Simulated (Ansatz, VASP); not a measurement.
# WCl4F2: VASP beside Ansatz

```xyz
7
Lattice="-6.3577 -0.3112 0.2167 2.9497 -5.9019 -0.1157 3.0349 2.1388 5.7773" Properties=species:S:1:pos:R:3 pbc="T T T"
W     0.0000    0.0000    0.0000
Cl    0.8715   -2.5539    4.6862
Cl   -2.7333    0.1786    4.5061
Cl    2.3612   -4.2531    1.3727
Cl   -1.2454   -1.5207    1.1907
F     4.4911   -3.3561    4.6173
F    -4.8643   -0.7176    1.2617
```

Change from the starting cell: cell x1, atoms moved at random (sigma 0.1 Å) and cell strained at random (1.5 %), then relaxed without symmetry.

Alike in both runs: functional PBE; k mesh 4 × 4 × 2; occupations gaussian, width 0.1 eV; no spin polarisation.

Ansatz relaxed the structure, and its values are those at the end. VASP's run is a single point on that final structure, the one shown.

|  | VASP | Ansatz |
| --- | --- | --- |
| version | VASP 6.6.1 | Ansatz 0.2.0 |
| potentials or method | VASP PAW PBE potentials, release 64 (W_sv, Cl, F), cutoff 520 eV | scalar-relativistic, plane waves, PAW |
| valence electrons in the cell | 56 | 56 |

|  | VASP | Ansatz | Ansatz less VASP |
| --- | --- | --- | --- |
| gap on the k mesh at the Fermi level (eV) | 1.83 | 1.82 | -0.004 |
| least direct gap on the mesh (eV) | 1.91 | 1.91 | -0.004 |
| pressure (GPa) | 0.2 | 0.0 | -0.21 |
| rms of the force components (eV/Å) | 0.107 | 0.012 | -0.0951 |

One of these differences is far larger than is usual between the two programs; its cause wasn't traced. With one functional, cell and mesh, what is left measures potentials, basis and numerics.

The k mesh is coarse, so the values compare programs but aren't converged. Spin-orbit coupling is off throughout.
